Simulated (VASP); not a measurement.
Crystal: LiCl.

```xyz
2
Lattice="0.0000 2.5648 2.5648 2.5648 0.0000 2.5648 2.5648 2.5648 0.0000" Properties=species:S:1:pos:R:3 pbc="T T T"
Cl    2.5648    2.5648    2.5648
Li    0.0000    0.0000    0.0000
```

| Quantity | Value |
| --- | --- |
| Program | VASP 6.6.1 |
| Task | relaxation of cell and atoms |
| Functional | PBE |
| Dispersion | D3(BJ) |
| Potentials or basis | VASP PAW PBE potentials, release 64 (Cl, Li_sv) |
| Cutoff | 600 eV |
| k mesh | 9 × 9 × 9 |
| Occupations | fermi-dirac, width 0.05 eV |
| Spin | no spin polarisation |

At the start: pressure -1.9 GPa; volume 16.87 Å³/atom.

Question: Where does the relaxation end?

Answer: Over 4 steps the energy falls by 6.0 meV/atom and the volume is 15.91 Å³/atom (-5.7 %); space group Fm-3m (No. 225, to 0.05 Å).

The path:
```
step  energy change (eV)  largest force (eV/Å)  pressure (GPa)  volume (Å³)
   1              0.0000                0.0000           -1.91        33.74
   2             -0.0090                0.0000           -1.02        32.77
   3             -0.0120                0.0000           -0.12        31.94
   4             -0.0121                0.0000            0.00        31.82
```

Final structure:
```xyz
2
Lattice="0.0000 2.5152 2.5152 2.5152 0.0000 2.5152 2.5152 2.5152 0.0000" Properties=species:S:1:pos:R:3 pbc="T T T"
Cl    2.5152    2.5152    2.5152
Li    2.5152    2.5152    5.0305
```

Caveat: the cutoff is under 1.25 times the usual one of these potentials, so pressure, stress and relaxed cells hold a basis-set (Pulay) error.
